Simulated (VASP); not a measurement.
Crystal: Ge.

```xyz
1
Lattice="2.3399 0.0000 0.0000 0.0000 3.0249 0.0000 0.0000 0.0000 3.2090" Properties=species:S:1:pos:R:3 pbc="T T T"
Ge    0.0000    0.0000    0.0000
```

The cell was built from a structure type or drawn by symmetry, and may not be a known phase.

| Quantity | Value |
| --- | --- |
| Program | VASP 6.6.1 |
| Task | relaxation of cell and atoms |
| Functional | PBE |
| Potentials or basis | VASP PAW PBE potentials, release 64 (Ge_d) |
| Cutoff | 600 eV |
| k mesh | 8 × 6 × 6 |
| Occupations | gaussian, width 0.1 eV |
| Spin | no spin polarisation |

At the start: pressure 3.2 GPa; volume 22.71 Å³/atom.

How do energy, volume and symmetry change on relaxing?

Over 13 steps the energy falls by 461.1 meV/atom and the volume is 20.01 Å³/atom (-11.9 %); space group Pmmm (No. 47, to 0.1 Å) before, P4/mmm (No. 123, to 0.1 Å).

The path:
```tsv
step	energy change (eV)	largest force (eV/Å)	pressure (GPa)	volume (Å³)
1	0.0000	0.0000	3.19	22.71
2	-0.3357	0.0000	-7.19	23.66
3	-0.3586	0.0000	-6.43	23.51
4	-0.3585	0.0000	-6.36	23.50
5	-0.4473	0.0000	-2.32	20.79
6	-0.4530	0.0000	-0.05	19.94
7	-0.4532	0.0000	-0.18	20.05
8	-0.4592	0.0000	0.22	19.97
9	-0.4599	0.0000	0.59	19.91
10	-0.4601	0.0000	0.44	19.93
11	-0.4609	0.0000	-0.35	20.09
12	-0.4609	0.0000	-0.30	20.09
13	-0.4611	0.0000	-0.01	20.01
```

Final structure:
```
CELL_PARAMETERS angstrom
2.64578 0.00000 0.00000
0.00000 2.74934 0.00000
0.00000 0.00000 2.75093
ATOMIC_POSITIONS crystal
Ge 0.00000 0.00000 0.00000
```
